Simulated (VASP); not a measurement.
# Cs2ZnH4 (Pnma) in VASP: electric field gradients with PBE

Aim: the electric field gradients of Cs2ZnH4 with PBE.

Everything below comes from runs of VASP 6.6.1. Logs are shortened: lines on timing, memory, paths and dates and some standing lists are left out, and cuts for length are marked.

## (1) The cell of the first run

The structure is orthorhombic, space group Pnma (No. 62). Conventional cell: a = 8.696 Å, b = 6.375 Å, c = 11.141 Å, α = 90.00°, β = 90.00°, γ = 90.00°. Cs (site symmetry m) has 11 H at 3.22 to 3.61 Å and 4 Zn at 3.64 to 3.84 Å within 4.2 Å. Cs (site symmetry m) has 9 H at 3.08 to 3.37 Å and 3 Zn at 3.77 to 3.94 Å within 4.0 Å. Within 2.2 Å of Zn (site symmetry m) lie 4 H at 1.67 to 1.68 Å. H (site symmetry 1) has 1 Zn at 1.68 Å within 2.2 Å. Within 2.2 Å of H (site symmetry m) lie 1 Zn at 1.67 Å. H (site symmetry m) has 1 Zn at 1.68 Å within 2.2 Å.

## (2) Electric field gradients, PBE

File INCAR:

```
  PREC = Accurate
  ENCUT = 520
  EDIFF = 1E-8
  ISMEAR = -1
  SIGMA = 0.02
  LREAL = Auto
  LASPH = True
  NELM = 100
  ALGO = Normal
  ISIF = 2
  LWAVE = False
  LCHARG = False
  GGA = PE
  LEFG = True
  NBANDS = 88
```

File KPOINTS:

```
regular mesh
0
Gamma
  4 5 3
```

File POSCAR:

```
Cs2ZnH4
1.0
    8.6959560000      0.0000000000      0.0000000000
    0.0000000000      6.3746880000      0.0000000000
    0.0000000000      0.0000000000     11.1410340000
Cs Zn H
8 4 16
Direct
    0.1618550000      0.2500000000      0.5934070000
    0.6618550000      0.2500000000      0.9065930000
    0.8381450000      0.7500000000      0.4065930000
    0.3381450000      0.7500000000      0.0934070000
    0.4873450000      0.2500000000      0.3113740000
    0.9873450000      0.2500000000      0.1886260000
    0.5126550000      0.7500000000      0.6886260000
    0.0126550000      0.7500000000      0.8113740000
    0.2432610000      0.2500000000      0.9156030000
    0.7432610000      0.2500000000      0.5843970000
    0.7567390000      0.7500000000      0.0843970000
    0.2567390000      0.7500000000      0.4156030000
    0.3138240000      0.4644770000      0.8481510000
    0.8138240000      0.0355230000      0.6518490000
    0.6861760000      0.9644770000      0.1518490000
    0.1861760000      0.5355230000      0.3481510000
    0.6861760000      0.5355230000      0.1518490000
    0.1861760000      0.9644770000      0.3481510000
    0.3138240000      0.0355230000      0.8481510000
    0.8138240000      0.4644770000      0.6518490000
    0.0519400000      0.2500000000      0.9060710000
    0.5519400000      0.2500000000      0.5939290000
    0.9480600000      0.7500000000      0.0939290000
    0.4480600000      0.7500000000      0.4060710000
    0.8036170000      0.2500000000      0.4408970000
    0.3036170000      0.2500000000      0.0591030000
    0.1963830000      0.7500000000      0.5591030000
    0.6963830000      0.7500000000      0.9408970000
```

Potentials or basis: VASP PAW PBE potentials, release 64 (Cs_sv, Zn, H).

Started as:

```
cat potpaw_PBE.64/Cs_sv/POTCAR potpaw_PBE.64/Zn/POTCAR potpaw_PBE.64/H/POTCAR > POTCAR
mpirun -np 1 vasp_std > vasp.out
```

OUTCAR:

```text
PREC = Accurate
   ENCUT = 520
   EDIFF = 1E-8
   ISMEAR = -1
   LREAL = Auto
   LASPH = True
   NELM = 100
   ISIF = 2
   GGA = PE

 ion  position               nearest neighbor table
   1  0.162  0.250  0.593-
   2  0.662  0.250  0.907-
   3  0.838  0.750  0.407-
   4  0.338  0.750  0.093-
   5  0.487  0.250  0.311-
   6  0.987  0.250  0.189-
   7  0.513  0.750  0.689-
   8  0.013  0.750  0.811-
   9  0.243  0.250  0.916-  21 1.67  19 1.68  13 1.68  26 1.68
  10  0.743  0.250  0.584-  22 1.67  20 1.68  14 1.68  25 1.68
  11  0.757  0.750  0.084-  23 1.67  17 1.68  15 1.68  28 1.68
  12  0.257  0.750  0.416-  24 1.67  18 1.68  16 1.68  27 1.68
  13  0.314  0.464  0.848-   9 1.68
  14  0.814  0.036  0.652-  10 1.68
  15  0.686  0.964  0.152-  11 1.68
  16  0.186  0.536  0.348-  12 1.68
  17  0.686  0.536  0.152-  11 1.68
  18  0.186  0.964  0.348-  12 1.68
[... 8 lines left out ...]
  27  0.196  0.750  0.559-  12 1.68
  28  0.696  0.750  0.941-  11 1.68

  LATTYP: Found a simple orthorhombic cell.
 ALAT       =     6.3746880000
 B/A-ratio  =     1.3641382919
 C/A-ratio  =     1.7476987109

  Lattice vectors:

 A1 = (   0.0000000000,  -6.3746880000,   0.0000000000)
 A2 = (   8.6959560000,   0.0000000000,   0.0000000000)
 A3 = (   0.0000000000,   0.0000000000,  11.1410340000)

Analysis of symmetry for initial positions (statically):
=====================================================================
 Subroutine PRICEL returns:
 Original cell was already a primitive cell.

 Routine SETGRP: Setting up the symmetry group for a
 simple orthorhombic supercell.

 Subroutine GETGRP returns: Found  8 space group operations
 (whereof  2 operations were pure point group operations)
 out of a pool of  8 trial point group operations.

The static configuration has the point symmetry S_2 .
 The point group associated with its full space group is D_2h.

Analysis of symmetry for dynamics (positions and initial velocities):
=====================================================================
 Subroutine PRICEL returns:
 Original cell was already a primitive cell.

 Routine SETGRP: Setting up the symmetry group for a
 simple orthorhombic supercell.

 Subroutine GETGRP returns: Found  8 space group operations
 (whereof  2 operations were pure point group operations)
 out of a pool of  8 trial point group operations.

The dynamic configuration has the point symmetry S_2 .
 The point group associated with its full space group is D_2h.

 Subroutine INISYM returns: Found  8 space group operations
 (whereof  2 operations are pure point group operations),
 and found     1 'primitive' translations

----------------------------------------------------------------------------------------

                                     Primitive cell

  volume of cell :     617.5921

  direct lattice vectors                    reciprocal lattice vectors
     8.695956000  0.000000000  0.000000000     0.114995982  0.000000000  0.000000000
     0.000000000  6.374688000  0.000000000     0.000000000  0.156870423  0.000000000
     0.000000000  0.000000000 11.141034000     0.000000000  0.000000000  0.089758276

  length of vectors
     8.695956000  6.374688000 11.141034000     0.114995982  0.156870423  0.089758276

  position of ions in fractional coordinates (direct lattice)
     0.161855000  0.250000000  0.593407000
     0.661855000  0.250000000  0.906593000
     0.838145000  0.750000000  0.406593000
     0.338145000  0.750000000  0.093407000
     0.487345000  0.250000000  0.311374000
     0.987345000  0.250000000  0.188626000
[... 20 lines left out ...]
     0.196383000  0.750000000  0.559103000
     0.696383000  0.750000000  0.940897000

  ion indices of the primitive-cell ions
   primitive index   ion index
                 1           1
                 2           2
                 3           3
                 4           4
                 5           5
                 6           6
[... 90 lines left out ...]
   NSW    =      0    number of steps for IOM
   IBRION =     -1    ionic relax: 0-MD 1-quasi-New 2-CG
   NFREE  =      0    steps in history (QN), initial steepest desc. (CG)
   ISIF   =      2    stress and relaxation
   ISYM   =      2    0-nonsym 1-usesym 2-fastsym
   POTIM  = 0.5000    time-step for ionic-motion
   TEBEG  =    0.0;   TEEND  =   0.0 temperature during run
   PSTRESS=    0.0 pullay stress
   NELECT =     136.0000    total number of electrons
   NUPDOWN=      -1.0000    fix difference up-down
   EMIN   =  10.00;   EMAX   =-10.00  energy-range for DOS
   EFERMI =   0.00;   METHOD = LEGACY
   ISMEAR =    -1;   SIGMA  =   0.02  broadening in eV -4-tet -1-fermi 0-gaus
   EFERMI_NEDOS =   21; number of points for ismear=-14 and -15
   IALGO  =     38    algorithm
   IMIX   =      4    mixing-type and parameters
     AMIX     =   0.40;   BMIX     =  1.00
     AMIX_MAG =   1.60;   BMIX_MAG =  1.00
  volume/ion in A,a.u.               =      22.06       148.85
  Fermi-wavevector in a.u.,A,eV,Ry     =   0.988600  1.868183 13.297378  0.977330
  Thomas-Fermi vector in A             =   2.120138
   LORBIT       =      0    0 simple, 1 ext, 2 COOP (PROOUT), +10 PAW based schemes
   GGA     = PE    functional components
   LHFCALC =     F    Hartree Fock is set to
   AEXX    =    0.0000 exact exchange contribution
   IVDW    =     0    specifies the selected vdW correction
   LEPSILON=     F    determine dielectric tensor
   LRPA    =     F    only Hartree local field effects (RPA)
 non-spin polarized calculation
  energy-cutoff  :      520.00
  volume of cell :      617.59
 maximum number of plane-waves:     16696
 NGX is ok and might be reduce to    70
   NGX = 33   NGY = 23   NGZ = 41

 number of electron     136.0000083 magnetization

 Free energy of the ion-electron system (eV)
  ---------------------------------------------------
  ext. energy  EPLUGINS =         0.00000000
  ---------------------------------------------------
  free energy    TOTEN  =       -72.25673698 eV

  energy without entropy =      -72.25673698  energy(sigma->0) =      -72.25673698

 E-fermi :  -0.4728     XC(G=0):  -7.7422

 val. band max:       -0.9193088487   @ k =   0.0000   0.0000   0.0000
 cond. band min:       2.9352744392   @ k =   0.2500   0.0000   0.0000
 fundamental gap:      3.8545832878
 Fermi energy:        -0.4728127254

 k-point     1 :       0.0000    0.0000    0.0000
  band No.  band energies     occupation
      1     -21.4088      2.00000
      2     -21.3831      2.00000
      3     -21.3753      2.00000
      4     -21.3738      2.00000
      5     -21.2683      2.00000
      6     -21.2537      2.00000
[... 1483 lines left out ...]
     79       4.4609      0.00000
     80       4.4609      0.00000
 [bands above 80 left out]

------------------------ aborting loop because EDIFF is reached ----------------------------------------

  FORCE on cell =-STRESS in cart. coord.  units (eV):
  Direction    XX          YY          ZZ          XY          YZ          ZX
  --------------------------------------------------------------------------------------
  -------------------------------------------------------------------------------------
  Total       -0.2577946     -0.1854169      0.0149311      0.0000000      0.0000000      0.0000000
  in kB       -0.6687790     -0.4810145      0.0387348      0.0000000      0.0000000      0.0000000
  external PRESSURE =      -0.3703529 kB  Pullay stress =       0.0000000 kB

 VOLUME and BASIS-vectors are now :
 -----------------------------------------------------------------------------
  energy-cutoff  :      520.00
  volume of cell :      617.59
      direct lattice vectors                 reciprocal lattice vectors
     8.695956000  0.000000000  0.000000000     0.114995982  0.000000000  0.000000000
     0.000000000  6.374688000  0.000000000     0.000000000  0.156870423  0.000000000
     0.000000000  0.000000000 11.141034000     0.000000000  0.000000000  0.089758276

 POSITION                                       TOTAL-FORCE (eV/Angst)
 -----------------------------------------------------------------------------------
      1.40748      1.59367      6.61117        -0.025666     -0.000000      0.004165
      5.75546      1.59367     10.10038        -0.025666     -0.000000     -0.004165
      7.28847      4.78102      4.52987         0.025666     -0.000000     -0.004165
      2.94049      4.78102      1.04065         0.025666     -0.000000      0.004165
      4.23793      1.59367      3.46903        -0.017311     -0.000000      0.066294
      8.58591      1.59367      2.10149        -0.017311     -0.000000     -0.066294
[... 20 lines left out ...]
      1.70774      4.78102      6.22899         0.003348     -0.000000     -0.040061
      6.05572      4.78102     10.48257         0.003348     -0.000000      0.040061
 -----------------------------------------------------------------------------------
    total drift:                                0.000000      0.000000     -0.000000

  FREE ENERGIE OF THE ION-ELECTRON SYSTEM (eV)
  ---------------------------------------------------
  free  energy   TOTEN  =       -72.2567369802 eV

  energy  without entropy=      -72.2567369802  energy(sigma->0) =      -72.25673698

 Electric field gradients (V/A^2)
---------------------------------------------------------------------
 ion       V_xx      V_yy      V_zz      V_xy      V_xz      V_yz
---------------------------------------------------------------------
   1      13.076   -10.533    -2.543    -0.000   -17.214     0.000
   2      13.076   -10.533    -2.543     0.000    17.214     0.000
   3      13.076   -10.533    -2.543    -0.000   -17.214    -0.000
   4      13.076   -10.533    -2.543    -0.000    17.214    -0.000
   5      -9.062     4.080     4.982     0.000    -4.379    -0.000
   6      -9.062     4.080     4.982     0.000     4.379     0.000
[... 20 lines left out ...]
  27      -2.275    -3.041     5.316     0.000    -2.711    -0.000
  28      -2.275    -3.041     5.316     0.000     2.711    -0.000
---------------------------------------------------------------------

 Electric field gradients after diagonalization (V/A^2)
 (convention: |V_zz| > |V_xx| > |V_yy|)
----------------------------------------------------------------------
 ion       V_xx      V_yy      V_zz     asymmetry (V_yy - V_xx)/ V_zz
----------------------------------------------------------------------
   1     -13.636   -10.533    24.169       0.128
   2     -13.636   -10.533    24.169       0.128
   3     -13.636   -10.533    24.169       0.128
   4     -13.636   -10.533    24.169       0.128
   5       6.236     4.080   -10.316       0.209
   6       6.236     4.080   -10.316       0.209
[... 20 lines left out ...]
  27      -3.144    -3.041     6.185       0.017
  28      -3.144    -3.041     6.185       0.017
----------------------------------------------------------------------

           NMR quadrupolar parameters

 Cq : quadrupolar parameter    Cq=e*Q*V_zz/h
 eta: asymmetry parameters     (V_yy - V_xx)/ V_zz
 Q  : nuclear electric quadrupole moment in mb (millibarn)
----------------------------------------------------------------------
 ion       Cq(MHz)       eta       Q (mb)
----------------------------------------------------------------------
   1       0.058       0.128       1.000
   2       0.058       0.128       1.000
   3       0.058       0.128       1.000
   4       0.058       0.128       1.000
   5      -0.025       0.209       1.000
   6      -0.025       0.209       1.000
[... 20 lines left out ...]
  27       0.015       0.017       1.000
  28       0.015       0.017       1.000
----------------------------------------------------------------------
```

Wall time 18 min (1 thread of AMD EPYC 9R45 (Zen 5), shared host); peak memory 0.93 GiB.

What came out:

| Property | Result |
| --- | --- |
| Free energy | -72.2567 eV |
| Pressure | 0.0 GPa |
| Largest force | 0.069 eV/Å |
| Band gap on the k mesh | 3.85 eV, indirect (least direct gap 3.91 eV) |

Forces in eV/Å, atoms in the order of the input:
```
Cs  -0.026  0.000  0.004
Cs  -0.026  0.000 -0.004
Cs   0.026  0.000 -0.004
Cs   0.026  0.000  0.004
Cs  -0.017  0.000  0.066
Cs  -0.017  0.000 -0.066
Cs   0.017  0.000 -0.066
Cs   0.017  0.000  0.066
Zn   0.025  0.000  0.004
Zn   0.025  0.000 -0.004
Zn  -0.025  0.000 -0.004
Zn  -0.025  0.000  0.004
H   -0.019 -0.023  0.023
H   -0.019  0.023 -0.023
H    0.019 -0.023 -0.023
H    0.019  0.023  0.023
H    0.019  0.023 -0.023
H    0.019 -0.023  0.023
H   -0.019  0.023  0.023
H   -0.019 -0.023 -0.023
H    0.020  0.000  0.005
H    0.020  0.000 -0.005
H   -0.020  0.000 -0.005
H   -0.020  0.000  0.005
H   -0.003  0.000  0.040
H   -0.003  0.000 -0.040
H    0.003  0.000 -0.040
H    0.003  0.000  0.040
```

Electric field gradients, principal values (V/Å²):
```
 atom    least   middle  greatest (by size)
 1 Cs  -10.533  -13.636              24.169
 2 Cs  -10.533  -13.636              24.169
 3 Cs  -10.533  -13.636              24.169
 4 Cs  -10.533  -13.636              24.169
 5 Cs    4.080    6.236             -10.316
 6 Cs    4.080    6.236             -10.316
 7 Cs    4.080    6.236             -10.316
 8 Cs    4.080    6.236             -10.316
 9 Zn    0.452    6.936              -7.388
10 Zn    0.452    6.936              -7.388
11 Zn    0.452    6.936              -7.388
12 Zn    0.452    6.936              -7.388
 13 H   -3.189   -3.319               6.508
 14 H   -3.189   -3.319               6.508
 15 H   -3.189   -3.319               6.508
 16 H   -3.189   -3.319               6.508
 17 H   -3.189   -3.319               6.508
 18 H   -3.189   -3.319               6.508
 19 H   -3.189   -3.319               6.508
 20 H   -3.189   -3.319               6.508
 21 H   -3.236   -3.361               6.597
 22 H   -3.236   -3.361               6.597
 23 H   -3.236   -3.361               6.597
 24 H   -3.236   -3.361               6.597
 25 H   -3.041   -3.144               6.185
 26 H   -3.041   -3.144               6.185
 27 H   -3.041   -3.144               6.185
 28 H   -3.041   -3.144               6.185
```

Caveat: without QUAD_EFG the Cq values of the log hold for a quadrupole moment of 1 mb, not for the nuclei; spin-orbit coupling is left out, which moves the levels of the heavy elements. A k mesh can miss the band edges.
